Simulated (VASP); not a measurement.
# Ge (Cmmm) in VASP: single point with r2SCAN

Aim: the single point of Ge with r2SCAN.

Everything below comes from runs of VASP 6.6.1. Logs are shortened: lines on timing, memory, paths and dates and some standing lists are left out, and cuts for length are marked.

## (1) The cell of the first run

It takes space group Cmmm (No. 65, orthorhombic). Conventional cell: a = 2.724 Å, b = 5.071 Å, c = 2.698 Å, α = 90.00°, β = 90.00°, γ = 90.00°. Ge (site symmetry mmm) has 8 Ge at 2.70 to 2.88 Å within 3.6 Å.

## (2) Single point, r2SCAN (strain -0.0250 x Voigt [1, 1, 0, 0, 0, 0])

Input file POSCAR:

```
Ge
1.0
    1.3622202750     -2.5355031000      0.0000000000
    1.3622202750      2.5355031000      0.0000000000
    0.0000000000      0.0000000000      2.6982310000
Ge
1
Direct
    0.5000000000      0.5000000000      0.0000000000
```

Input file INCAR.step1:

```
  ALGO = Normal
  EDIFF = 1E-4
  ENCUT = 520
  GGA = PE
  ISMEAR = 0
  LASPH = T
  LCHARG = F
  LREAL = F
  LWAVE = T
  NBANDS = 13
  NELM = 100
  PREC = Accurate
  SIGMA = 0.15
```

Input file INCAR.step2:

```
  ALGO = Normal
  EDIFF = 1E-6
  ENCUT = 520
  ISIF = 2
  ISMEAR = 0
  ISTART = 1
  LASPH = T
  LCHARG = F
  LMIXTAU = T
  LREAL = F
  LWAVE = F
  METAGGA = R2SCAN
  NBANDS = 13
  NELM = 100
  PREC = Accurate
  SIGMA = 0.15
```

Input file KPOINTS:

```
k-points
0
Gamma
  20 20 18
```

Potentials or basis: VASP PAW PBE potentials, release 64 (Ge_d).

Launch:

```sh
cat potpaw_PBE.64/Ge_d/POTCAR > POTCAR
cp INCAR.step1 INCAR
mpirun -np 1 vasp_std > vasp.out
cp INCAR.step2 INCAR
mpirun -np 1 vasp_std > vasp.out
```

OUTCAR:

```text
EDIFF = 1E-6
   ENCUT = 520
   ISIF = 2
   ISMEAR = 0
   ISTART = 1
   LASPH = T
   LREAL = F
   METAGGA = R2SCAN
   NELM = 100
   PREC = Accurate

 ion  position               nearest neighbor table
   1  0.500  0.500  0.000-

  LATTYP: Found a base centered orthorhombic cell.
 ALAT       =     2.7244405500
 B/A-ratio  =     1.8613018368
 C/A-ratio  =     0.9903798415

  Lattice vectors:

 A1 = (   1.3622202750,  -2.5355031000,   0.0000000000)
 A2 = (   1.3622202750,   2.5355031000,   0.0000000000)
 A3 = (   0.0000000000,   0.0000000000,   2.6982310000)

Analysis of symmetry for initial positions (statically):
=====================================================================
 Subroutine PRICEL returns:
 Original cell was already a primitive cell.

 Routine SETGRP: Setting up the symmetry group for a
 base centered orthorhombic supercell.

 Subroutine GETGRP returns: Found  8 space group operations
 (whereof  8 operations were pure point group operations)
 out of a pool of  8 trial point group operations.

The static configuration has the point symmetry D_2h.

Analysis of symmetry for dynamics (positions and initial velocities):
=====================================================================
 Subroutine PRICEL returns:
 Original cell was already a primitive cell.

 Routine SETGRP: Setting up the symmetry group for a
 base centered orthorhombic supercell.

 Subroutine GETGRP returns: Found  8 space group operations
 (whereof  8 operations were pure point group operations)
 out of a pool of  8 trial point group operations.

The dynamic configuration has the point symmetry D_2h.

 Subroutine INISYM returns: Found  8 space group operations
 (whereof  8 operations are pure point group operations),
 and found     1 'primitive' translations

----------------------------------------------------------------------------------------

                                     Primitive cell

  volume of cell :      18.6389

  direct lattice vectors                    reciprocal lattice vectors
     1.362220275 -2.535503100  0.000000000     0.367047833 -0.197199522  0.000000000
     1.362220275  2.535503100  0.000000000     0.367047833  0.197199522  0.000000000
     0.000000000  0.000000000  2.698231000     0.000000000  0.000000000  0.370613191

  length of vectors
     2.878266848  2.878266848  2.698231000     0.416667449  0.416667449  0.370613191

  position of ions in fractional coordinates (direct lattice)
     0.500000000  0.500000000  0.000000000

  ion indices of the primitive-cell ions
   primitive index   ion index
                 1           1

----------------------------------------------------------------------------------------

 KPOINTS: k-points

Automatic generation of k-mesh.
 Grid dimensions read from file:
 generate k-points for:   20   20   18

 Generating k-lattice:

  Cartesian coordinates                     Fractional coordinates (reciprocal lattice)
     0.018352392 -0.009859976  0.000000000     0.050000000 -0.000000000  0.000000000
     0.018352392  0.009859976  0.000000000    -0.000000000  0.050000000  0.000000000
     0.000000000  0.000000000  0.020589622     0.000000000  0.000000000  0.055555556

  Length of vectors
     0.020833372  0.020833372  0.020589622

  Shift w.r.t. Gamma in fractional coordinates (k-lattice)
     0.000000000  0.000000000  0.000000000

 Subroutine IBZKPT returns following result:
 ===========================================

 Found   1110 irreducible k-points:

 Following reciprocal coordinates:
            Coordinates               Weight
  0.000000  0.000000  0.000000      1.000000
  0.050000 -0.000000  0.000000      4.000000
  0.100000 -0.000000  0.000000      4.000000
  0.150000 -0.000000  0.000000      4.000000
  0.200000 -0.000000  0.000000      4.000000
  0.250000 -0.000000  0.000000      4.000000
[... 16 lines left out ...]
 -0.400000  0.050000  0.000000      4.000000
 -0.350000  0.050000  0.000000      4.000000
 [... further k-points ...]
   k-points           NKPTS =   1110   k-points in BZ     NKDIM =   1110   number of bands    NBANDS=     13
   number of dos      NEDOS =    301   number of ions     NIONS =      1
   total plane-waves  NPLWV =  11520
   dimension x,y,z NGX =    24 NGY =   24 NGZ =   20
   dimension x,y,z NGXF=    48 NGYF=   48 NGZF=   40
   ions per type =               1
   NGX,Y,Z   is equivalent  to a cutoff of  13.86, 13.86, 12.32 a.u.
   NGXF,Y,Z  is equivalent  to a cutoff of  27.72, 27.72, 24.65 a.u.
 SYSTEM =  unknown system
   PREC   = accura    normal or accurate (medium, high low for compatibility)
   ISTART =      1    job   : 0-new  1-cont  2-samecut
   ICHARG =      0    charge: 1-file 2-atom 10-const
   ISPIN  =      1    spin polarized calculation?
   LNONCOLLINEAR =      F non collinear calculations
   LSORBIT =      F    spin-orbit coupling
   LASPH  =      T    aspherical Exc in radial PAW
   ENCUT  =  520.0 eV  38.22 Ry    6.18 a.u.   5.35  5.35  5.02*2*pi/ulx,y,z
   NELM   =    100;   NELMIN=  2; NELMDL=  0     # of ELM steps
   EDIFF  = 0.1E-05   stopping-criterion for ELM
   LREAL  =      F    real-space projection
   EDIFFG = 0.1E-04   stopping-criterion for IOM
   NSW    =      0    number of steps for IOM
   IBRION =     -1    ionic relax: 0-MD 1-quasi-New 2-CG
   NFREE  =      0    steps in history (QN), initial steepest desc. (CG)
   ISIF   =      2    stress and relaxation
   ISYM   =      2    0-nonsym 1-usesym 2-fastsym
   POTIM  = 0.5000    time-step for ionic-motion
   TEBEG  =    0.0;   TEEND  =   0.0 temperature during run
   PSTRESS=    0.0 pullay stress
   NELECT =      14.0000    total number of electrons
   NUPDOWN=      -1.0000    fix difference up-down
   EMIN   =  10.00;   EMAX   =-10.00  energy-range for DOS
   EFERMI =   0.00;   METHOD = LEGACY
   ISMEAR =     0;   SIGMA  =   0.15  broadening in eV -4-tet -1-fermi 0-gaus
   EFERMI_NEDOS =   21; number of points for ismear=-14 and -15
   IALGO  =     38    algorithm
   IMIX   =      4    mixing-type and parameters
     AMIX     =   0.40;   BMIX     =  1.00
     AMIX_MAG =   1.60;   BMIX_MAG =  1.00
  volume/ion in A,a.u.               =      18.64       125.78
  Fermi-wavevector in a.u.,A,eV,Ry     =   1.488141  2.812178 30.130952  2.214563
  Thomas-Fermi vector in A             =   2.601213
   LORBIT       =      0    0 simple, 1 ext, 2 COOP (PROOUT), +10 PAW based schemes
   METAGGA = R2SCAN    functional components
   LHFCALC =     F    Hartree Fock is set to
   AEXX    =    0.0000 exact exchange contribution
   IVDW    =     0    specifies the selected vdW correction
   LEPSILON=     F    determine dielectric tensor
   LRPA    =     F    only Hartree local field effects (RPA)
 non-spin polarized calculation
 Gauss-broadening in eV      SIGMA  =   0.15
  energy-cutoff  :      520.00
  volume of cell :       18.64
 maximum number of plane-waves:       518
 NGX is ok and might be reduce to    24
   NGX = 11   NGY = 11   NGZ = 11

 number of electron      13.9999982 magnetization

 Free energy of the ion-electron system (eV)
  ---------------------------------------------------
  ext. energy  EPLUGINS =         0.00000000
  ---------------------------------------------------
  free energy    TOTEN  =       -13.48151798 eV

  energy without entropy =      -13.47705580  energy(sigma->0) =      -13.47928689

 E-fermi :   6.6681     XC(G=0): -12.3631

 val. band max:        6.6586648452   @ k =  -0.4500   0.3000   0.4444
 cond. band min:       6.6760525342   @ k =  -0.4000   0.1500   0.2778
 fundamental gap:      0.0173876890
 Fermi energy:         6.6680526647

 k-point     1 :       0.0000    0.0000    0.0000
  band No.  band energies     occupation
      1     -18.8771      2.00000
      2     -18.8136      2.00000
      3     -18.7480      2.00000
      4     -18.6242      2.00000
      5     -18.6046      2.00000
      6      -7.2974      2.00000
      7      13.2256      0.00000
      8      14.9461      0.00000
      9      16.6823      0.00000
     10      17.0201      0.00000
     11      20.5085      0.00000
     12      23.1611      0.00000
     13      23.5855      0.00000

 k-point     2 :       0.0500   -0.0000    0.0000
  band No.  band energies     occupation
      1     -18.8744      2.00000
      2     -18.8102      2.00000
      3     -18.7486      2.00000
      4     -18.6247      2.00000
      5     -18.6063      2.00000
      6      -7.2295      2.00000
      7      13.2935      0.00000
      8      14.6376      0.00000
      9      15.8529      0.00000
     10      17.3829      0.00000
     11      20.6450      0.00000
     12      21.8686      0.00000
     13      24.1997      0.00000

 k-point     3 :       0.1000   -0.0000    0.0000
  band No.  band energies     occupation
      1     -18.8670      2.00000
      2     -18.8011      2.00000
      3     -18.7494      2.00000
      4     -18.6264      2.00000
      5     -18.6111      2.00000
      6      -7.0256      2.00000
      7      13.4961      0.00000
      8      13.6867      0.00000
      9      14.6134      0.00000
     10      17.6717      0.00000
     11      19.9668      0.00000
     12      22.1313      0.00000
     13      25.3131      0.00000
[... 305 lines left out ...]
 k-point    23 :      -0.4000    0.0500    0.0000
  band No.  band energies     occupation
      1     -18.8456      2.00000
      2     -18.7562      2.00000
      3     -18.6695      2.00000
      4     -18.6541      2.00000
      5     -18.6356      2.00000
      6      -3.5177      2.00000
      7       3.8504      2.00000
      8      10.2132      0.00000
      9      16.3432      0.00000
     10      16.6156      0.00000
     11      21.5550      0.00000
     12      26.0950      0.00000
     13      27.6397      0.00000

 k-point    24 :      -0.3500    0.0500    0.0000
  band No.  band energies     occupation
      1     -18.8412      2.00000
      2     -18.7660      2.00000
      3     -18.6759      2.00000
      4     -18.6606      2.00000
      5     -18.6329      2.00000
      6      -4.4380      2.00000
      7       5.5514      2.00000
      8      10.5411      0.00000
      9      15.8803      0.00000
     10      16.7972      0.00000
     11      20.7377      0.00000
     12      27.5625      0.00000
     13      28.8600      0.00000

 [... further k-points ...]

------------------------ aborting loop because EDIFF is reached ----------------------------------------

  FORCE on cell =-STRESS in cart. coord.  units (eV):
  Direction    XX          YY          ZZ          XY          YZ          ZX
  --------------------------------------------------------------------------------------
  -------------------------------------------------------------------------------------
  Total        0.3725333      0.1127018     -0.4136856      0.0000000      0.0000000      0.0000000
  in kB       32.0224868      9.6877021    -35.5598852      0.0000000      0.0000000      0.0000000
  external PRESSURE =       2.0501012 kB  Pullay stress =       0.0000000 kB

 VOLUME and BASIS-vectors are now :
 -----------------------------------------------------------------------------
  energy-cutoff  :      520.00
  volume of cell :       18.64
      direct lattice vectors                 reciprocal lattice vectors
     1.362220275 -2.535503100  0.000000000     0.367047833 -0.197199522  0.000000000
     1.362220275  2.535503100  0.000000000     0.367047833  0.197199522  0.000000000
     0.000000000  0.000000000  2.698231000     0.000000000  0.000000000  0.370613191

 POSITION                                       TOTAL-FORCE (eV/Angst)
 -----------------------------------------------------------------------------------
      1.36222      0.00000      0.00000         0.000000     -0.000000      0.000000
 -----------------------------------------------------------------------------------
    total drift:                               -0.000000     -0.000000     -0.000000

  FREE ENERGIE OF THE ION-ELECTRON SYSTEM (eV)
  ---------------------------------------------------
  free  energy   TOTEN  =       -13.4815179756 eV

  energy  without entropy=      -13.4770557966  energy(sigma->0) =      -13.47928689
```

Run time: 9.7 min. Hardware: 1 thread of Intel Xeon 8259CL, shared host; peak memory 0.35 GiB.

What came out:

| Property | Result |
| --- | --- |
| Free energy | -13.4815 eV |
| Pressure | 0.2 GPa |
| Band gap on the k mesh | zero (bands 7 and 8 overlap by 9.99 eV) |

Levels at points of the mesh, in eV from the Fermi level:
```tsv
k point	band 4	band 5	band 6	band 7	band 8	band 9	band 10	band 11
(0.00, 0.00, 0.00)	-25.29	-25.27	-13.97	6.56	8.28	10.01	10.35	13.84
(0.50, 0.00, 0.00)	-25.31	-25.29	-8.05	-5.90	4.00	8.30	11.14	17.37
(0.50, 0.50, 0.00)	-25.30	-25.28	-9.04	-6.14	6.02	10.09	10.35	16.91
(0.00, 0.00, 0.50)	-25.34	-25.34	-10.06	-6.29	11.33	13.08	17.27	18.11
(0.50, 0.00, 0.50)	-25.29	-25.20	-3.59	-2.87	-1.72	3.98	7.00	12.58
(0.50, 0.50, 0.50)	-25.30	-25.22	-4.71	-3.07	-2.45	3.57	9.04	14.62
```

Caveat: the cell differs from its parent crystal (strain -0.0250 x Voigt [1, 1, 0, 0, 0, 0]); the stress differs along the axes, from -4 to 3 GPa; the PAW data sets were made with another functional, which shifts forces and pressure a little.
